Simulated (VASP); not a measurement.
Wanted: the native input for a VASP 6.6.1 run.

- Task: relaxation of cell and atoms
- Functional: r2SCAN
- Potentials or basis: VASP PAW PBE potentials, release 64 (Ga_d, Sb)
- Cutoff: 600 eV
- k mesh: 8 × 8 × 8
- Occupations: gaussian, width 0.01 eV
- Spin: no spin polarisation
- Target pressure: 7 GPa
- Dipole correction: no
- Further INCAR settings: ALGO = Normal; EDIFF = 1e-07; IBRION = 2; EDIFFG = -0.002; NSW = 100; ISIF = 3

GaSb:

```
Ga Sb
1.0
     0.00000    3.06650    3.06650
     3.06650    0.00000    3.06650
     3.06650    3.06650    0.00000
Ga Sb
1 1
Direct
  0.00000 0.00000 0.00000
  0.75000 0.75000 0.75000
```

These files were run (other wordings do the same):

POSCAR

```
GaSb
1.0
    0.0000000000      3.0664961745      3.0664961745
    3.0664961745      0.0000000000      3.0664961745
    3.0664961745      3.0664961745      0.0000000000
Ga Sb
1 1
Direct
    0.0000000000      0.0000000000      0.0000000000
    0.7500000000      0.7500000000      0.7500000000
```

INCAR.step1

```
  PREC = Accurate
  ENCUT = 600
  ISMEAR = 0
  SIGMA = 0.01
  LREAL = F
  LASPH = T
  NELM = 80
  GGA = PE
  ALGO = Normal
  EDIFF = 1E-4
  LWAVE = T
  LCHARG = F
```

INCAR.step2

```
  PREC = Accurate
  ENCUT = 600
  EDIFF = 1E-7
  ISMEAR = 0
  SIGMA = 0.01
  LREAL = F
  LASPH = T
  NELM = 80
  ALGO = Normal
  ISIF = 3
  LWAVE = F
  LCHARG = F
  METAGGA = R2SCAN
  LMIXTAU = T
  IBRION = 2
  NSW = 100
  EDIFFG = -0.002
  PSTRESS = 70.0
  ISTART = 1
```

KPOINTS

```
regular mesh
0
Gamma
  8 8 8
```

Potentials or basis: VASP PAW PBE potentials, release 64 (Ga_d, Sb).

Command:

```console
$ cat potpaw_PBE.64/Ga_d/POTCAR potpaw_PBE.64/Sb/POTCAR > POTCAR
$ cp INCAR.step1 INCAR
$ mpirun -np 1 vasp_std > vasp.out
$ cp INCAR.step2 INCAR
$ mpirun -np 1 vasp_std > vasp.out
```

It gave:

```
Relaxed volume                                             : 26.03 Å³/atom
Relaxed cell                                               : a = 4.191 Å, b = 4.191 Å, c = 4.191 Å, α = 60.00°, β = 60.00°, γ = 60.00°
Space group after relaxing (to 0.1 Å)                      : F-43m (No. 216)
Energy change on relaxing (the run minimises the enthalpy) : +55.6 meV/atom
Ionic steps                                                : 7
Pressure after relaxing                                    : 7.0 GPa
Band gap on the k mesh                                     : 0.91 eV (least direct gap 1.19 eV)
```

Caveat: the cell is relaxed towards a set pressure, so the run minimises the enthalpy, not the energy; the PAW data sets were made with another functional, which shifts forces and pressure a little; spin-orbit coupling is left out, which moves the levels of the heavy elements.

It took 11 min on 1 thread of Intel(R) Xeon(R) Platinum 8124M CPU @ 3.00GHz (Skylake/Cascade Lake), on a shared host, peak memory 0.24 GiB.
